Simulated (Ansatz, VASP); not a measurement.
**Na in VASP and in Ansatz**

Contents of POSCAR:

```
Na
1.0
   -2.1125000000      2.1125000000      2.1125000000
    2.1125000000     -2.1125000000      2.1125000000
    2.1125000000      2.1125000000     -2.1125000000
Na
1
Direct
    0.0000000000      0.0000000000      0.0000000000
```

File INCAR.step1:

```
SYSTEM = Na
PREC = Accurate
ENCUT = 520
ISMEAR = 1
SIGMA = 0.1
LREAL = .FALSE.
LASPH = .TRUE.
NELM = 80
NBANDS = 10
GGA = PE
ALGO = Normal
EDIFF = 1E-4
LWAVE = .TRUE.
LCHARG = .FALSE.
```

INCAR.step2

```
SYSTEM = Na
PREC = Accurate
ENCUT = 520
EDIFF = 1E-7
ISMEAR = 1
SIGMA = 0.1
LREAL = .FALSE.
LASPH = .TRUE.
NELM = 80
ALGO = Normal
ISIF = 2
LWAVE = .FALSE.
LCHARG = .FALSE.
METAGGA = R2SCAN
LMIXTAU = .TRUE.
NBANDS = 10
ISTART = 1
```

Contents of KPOINTS:

```
regular mesh
0
G
  11 11 11
  0 0 0
```

Input for Ansatz:

```yaml
crystal:
  lattice:
    - [-2.1125, 2.1125, 2.1125]
    - [2.1125, -2.1125, 2.1125]
    - [2.1125, 2.1125, -2.1125]
  atoms:
    - { symbol: Na, position: [0.0, 0.0, 0.0] }
hamiltonian:
  xc: r2scan
  pseudopotentials:
    kind: paw
    azcp:
      Na: "pseudopotentials/Na.paw.azcp"
basis:
  ecutwfc: 500
  fft_grid_basis: typed
kpoints:
  mp_grid: { grid: [11, 11, 11], shift: [0, 0, 0] }
magnetization:
  spin_polarized: false
scf:
  occupations: { method: methfessel_paxton, width: 0.1 }
  lower_state_search: "off"
output:
  stress: true
```

Alike in both runs: task single point; functional r2SCAN; k mesh 11 × 11 × 11; occupations methfessel-paxton of order 1, width 0.1 eV; no spin polarisation.

|  | VASP | Ansatz |
| --- | --- | --- |
| version | VASP 6.6.1 | Ansatz 0.2.0 |
| potentials or method | VASP PAW PBE potentials, release 64 (Na_pv), cutoff 520 eV | plane waves (500 eV) with PAW, scalar-relativistic |
| valence electrons in the cell | 7 | 9 |

Ansatz gave:

```
pressure (GPa) : 0.0
```

Problem. What did VASP give for the same quantities?

Solution. Pressure (GPa): 0.1.

VASP's potentials were made for PBE, not for r2SCAN. VASP's potentials hold 7 valence electrons a cell and Ansatz's 9, so a difference there can come from the potentials and not from the codes.
